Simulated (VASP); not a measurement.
Crystal: TmI4.

```
Tm I
1.0
     6.33895    0.00000    0.00000
     0.00000    6.33895    0.00000
     0.00000    0.00000    6.33895
Tm I
1 4
Direct
  0.00000 0.00000 0.00000
  0.25998 0.25998 0.25998
  0.74002 0.74002 0.25998
  0.25998 0.74002 0.74002
  0.74002 0.25998 0.74002
```

The cell was built from a structure type or drawn by symmetry, and may not be a known phase.

```yaml
Program: VASP 6.6.1
Task: relaxation of cell and atoms
Functional: PBE
Potentials_or_basis: VASP PAW PBE potentials, release 64 (Tm_3, I), 4f in core
Cutoff: 500 eV
k_mesh: 6 × 6 × 6
Occupations: gaussian, width 0.1 eV
Spin: no spin polarisation
```

At the start: pressure 0.0 GPa; volume 50.94 Å³/atom.

How do energy, volume and symmetry change on relaxing?

Over 14 steps the energy falls by 3.4 meV/atom and the volume is 55.09 Å³/atom (+8.1 %); space group P-43m (No. 215, to 0.1 Å) before and after.

The path:
```tsv
step	energy change (eV)	largest force (eV/Å)	pressure (GPa)	volume (Å³)
1	0.0000	0.0944	0.04	254.71
2	-0.0017	0.0727	0.08	255.14
3	-0.0050	0.0055	0.21	256.41
4	-0.0035	0.1350	0.48	258.96
5	-0.0057	0.0445	0.31	257.32
6	-0.0064	0.0427	0.30	257.85
7	-0.0084	0.0371	0.26	259.44
8	-0.0116	0.0267	0.19	262.63
9	-0.0157	0.0041	0.07	269.10
10	-0.0158	0.0382	-0.12	282.36
11	-0.0169	0.0167	-0.03	276.00
12	-0.0169	0.0152	-0.03	275.61
13	-0.0169	0.0140	-0.02	275.24
14	-0.0170	0.0066	-0.01	275.44
```

Final structure:
```cif
data_structure
_symmetry_space_group_name_H-M 'P 1'
_symmetry_Int_Tables_number 1
_cell_length_a 6.5065
_cell_length_b 6.5065
_cell_length_c 6.5065
_cell_angle_alpha 90.000
_cell_angle_beta 90.000
_cell_angle_gamma 90.000
_cell_volume 275.44
loop_
_atom_site_label
_atom_site_type_symbol
_atom_site_fract_x
_atom_site_fract_y
_atom_site_fract_z
_atom_site_occupancy
Tm1 Tm 0.00000 0.00000 0.00000 1
I1 I 0.25244 0.25244 0.25244 1
I2 I 0.74755 0.74755 0.25244 1
I3 I 0.25244 0.74755 0.74755 1
I4 I 0.74755 0.25244 0.74755 1
```

Caveat: an odd number of electrons without spin polarisation forces a metal; a magnetic or distorted state may lie lower; the run has no spin polarisation, though such a crystal can be magnetic.
